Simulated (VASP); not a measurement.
# WS2 in VASP: further runs, part 2 of 2

VASP 6.6.1. The steps go on from the part before.

### Step 3. Single point, PBE

File INCAR:

```
PREC = Accurate ; ENCUT = 520
EDIFF = 1E-6 ; ISMEAR = 0
SIGMA = 0.15 ; LREAL = False
LASPH = True ; NELM = 100
ALGO = Normal ; ISIF = 2
LWAVE = False ; LCHARG = False
GGA = PE ; NBANDS = 20
```

File KPOINTS:

```
regular mesh
0
Gamma
  12 12 2
```

File POSCAR:

```
WS2
1.0
    3.1835160000      0.0000000000      0.0000000000
   -1.5917580000      2.7570060000      0.0000000000
    0.0000000000      0.0000000000     16.9505780000
W S
1 2
Direct
    0.3151977181      0.6303954362      0.0000000000
    0.6666666667      0.3333333333      0.9079990000
    0.6666666667      0.3333333333      0.0920010000
```

Potentials or basis: VASP PAW PBE potentials, release 64 (W_sv, S).

Run with:

```bash
$ cat potpaw_PBE.64/W_sv/POTCAR potpaw_PBE.64/S/POTCAR > POTCAR
$ mpirun -np 1 vasp_std > vasp.out
```

Wall time 3.8 min (1 thread of Intel Xeon 6975P-C (Granite Rapids), shared host); peak memory 0.39 GiB.

It converged, with:

- Free energy: -23.5661 eV
- Largest force: 2.076 eV/Å
- Band gap on the k mesh: 1.79 eV

Forces in eV/Å, atoms in the order of the input:
```
W    0.000  2.076  0.000
S    0.000 -1.038 -0.384
S    0.000 -1.038  0.384
```

Levels at points of the mesh, in eV from the valence-band top:
```tsv
k point	band 10	band 11	band 12	band 13	band 14	band 15	band 16	band 17
(0.00, 0.00, 0.00)	-2.13	-2.13	-1.16	-0.04	2.32	2.79	3.15	3.41
(0.50, 0.00, 0.00)	-3.36	-2.22	-1.52	-0.79	2.77	3.30	3.87	5.01
(0.00, 0.50, 0.00)	-3.67	-1.95	-1.37	-0.74	2.90	3.28	3.75	4.86
(0.00, 0.00, 0.50)	-2.13	-2.13	-1.16	-0.04	2.32	2.79	3.15	3.41
(0.50, 0.00, 0.50)	-3.36	-2.22	-1.52	-0.79	2.77	3.30	3.87	5.01
(0.00, 0.50, 0.50)	-3.67	-1.95	-1.37	-0.74	2.90	3.28	3.75	4.86
```

Caveat: spin-orbit coupling is left out, which moves the levels of the heavy elements.

### Step 4. Single point, PBE

File INCAR:

```
PREC     = Accurate       # precision mode
ENCUT    = 520            # plane-wave cutoff, eV
EDIFF    = 1E-6           # SCF threshold, eV
ISMEAR   = 0              # smearing method
SIGMA    = 0.15           # smearing width, eV
LREAL    = F              # projectors in reciprocal space
LASPH    = T              # aspherical terms in the spheres
NELM     = 100            # most SCF steps
ALGO     = Normal         # electronic algorithm
ISIF     = 2              # what is computed and relaxed
LWAVE    = F              # write WAVECAR
LCHARG   = F              # write CHGCAR
GGA      = PE             # functional
NBANDS   = 20             # bands
```

KPOINTS is that of step 3.

POSCAR: that of step 3 with these lines changed.

```diff
@@ -8,3 +8,3 @@
 Direct
-    0.3151977181      0.6303954362      0.0000000000
+    0.3242655257      0.6485310514      0.0000000000
     0.6666666667      0.3333333333      0.9079990000
```

Potentials or basis: VASP PAW PBE potentials, release 64 (W_sv, S).

Run with:

```bash
$ cat potpaw_PBE.64/W_sv/POTCAR potpaw_PBE.64/S/POTCAR > POTCAR
$ mpirun -np 1 vasp_std > vasp.out
```

OUTCAR:

```text
PREC = Accurate
   ENCUT = 520
   EDIFF = 1E-6
   ISMEAR = 0
   LREAL = F
   LASPH = T
   NELM = 100
   ISIF = 2
   GGA = PE

 ion  position               nearest neighbor table
   1  0.324  0.649  0.000-   2 2.39   3 2.39   2 2.39   3 2.39   2 2.45   3 2.45
   2  0.667  0.333  0.908-   1 2.39   1 2.39   1 2.45
   3  0.667  0.333  0.092-   1 2.39   1 2.39   1 2.45

  LATTYP: Found a hexagonal cell.
 ALAT       =     3.1835160000
[... 746 lines left out ...]

  FORCE on cell =-STRESS in cart. coord.  units (eV):
  Direction    XX          YY          ZZ          XY          YZ          ZX
  --------------------------------------------------------------------------------------
  -------------------------------------------------------------------------------------
  Total        0.8033942      0.0806931      0.8886277      0.0000000      0.0000000      0.0000000
  in kB        8.6518701      0.8689963      9.5697630      0.0000000      0.0000000      0.0000000
  external PRESSURE =       6.3635431 kB  Pullay stress =       0.0000000 kB

 VOLUME and BASIS-vectors are now :
 -----------------------------------------------------------------------------
  energy-cutoff  :      520.00
  volume of cell :      148.77
      direct lattice vectors                 reciprocal lattice vectors
     3.183516000  0.000000000  0.000000000     0.314118101  0.181356152  0.000000000
    -1.591758000  2.757006000  0.000000000     0.000000000  0.362712305  0.000000000
     0.000000000  0.000000000 16.950578000     0.000000000  0.000000000  0.058995038

 POSITION                                       TOTAL-FORCE (eV/Angst)
 -----------------------------------------------------------------------------------
      0.00000      1.78800      0.00000         0.000000      1.056940      0.000000
      1.59176      0.91900     15.39111        -0.000000     -0.528470     -0.294056
      1.59176      0.91900      1.55947        -0.000000     -0.528470      0.294056
 -----------------------------------------------------------------------------------
    total drift:                               -0.000000     -0.000018      0.000000

  FREE ENERGIE OF THE ION-ELECTRON SYSTEM (eV)
  ---------------------------------------------------
  free  energy   TOTEN  =       -23.6445856580 eV

  energy  without entropy=      -23.6445856580  energy(sigma->0) =      -23.64458566
```

stdout:

```text
POSCAR found type information on POSCAR W S
 POSCAR found :  2 types and       3 ions
 scaLAPACK will be used
 LDA part: xc-table for (Slater+PW92), standard interpolation
 POSCAR, INCAR and KPOINTS ok, starting setup
 FFT: planning ... GRIDC
 FFT: planning ... GRID_SOFT
 FFT: planning ... GRID
 WAVECAR not read
 entering main loop
```

Wall time 3.7 min (1 thread of Intel Xeon 6975P-C (Granite Rapids), shared host); peak memory 0.39 GiB.

What came out:

```yaml
Free_energy: -23.6446 eV
Largest_force: 1.057 eV/Å
Band_gap_on_the_k_mesh: 1.79 eV
```

Forces in eV/Å, atoms in the order of the input:
```
W    0.000  1.057  0.000
S    0.000 -0.528 -0.294
S    0.000 -0.528  0.294
```

Caveat: spin-orbit coupling is left out, which moves the levels of the heavy elements.

### Step 5. The runs side by side

| cell | gap on the mesh (eV) | largest force (eV/Å) |
| --- | --- | --- |
| as given, atomic positions A | 1.80 | 0.26 |
| as given, atomic positions B | 1.79 | 2.08 |
| as given, atomic positions C | 1.79 | 1.06 |

Alike in all rows: task single point; level PBE; potentials or basis VASP PAW PBE potentials, release 64 (W_sv, S); no spin polarisation; k mesh 12 × 12 × 2; cutoff (eV) 520; smearing gaussian 0.15 eV.

Caveats: spin-orbit coupling is left out, which moves the levels of the heavy elements.

Absolute energies hang on the potentials; compare differences alone.
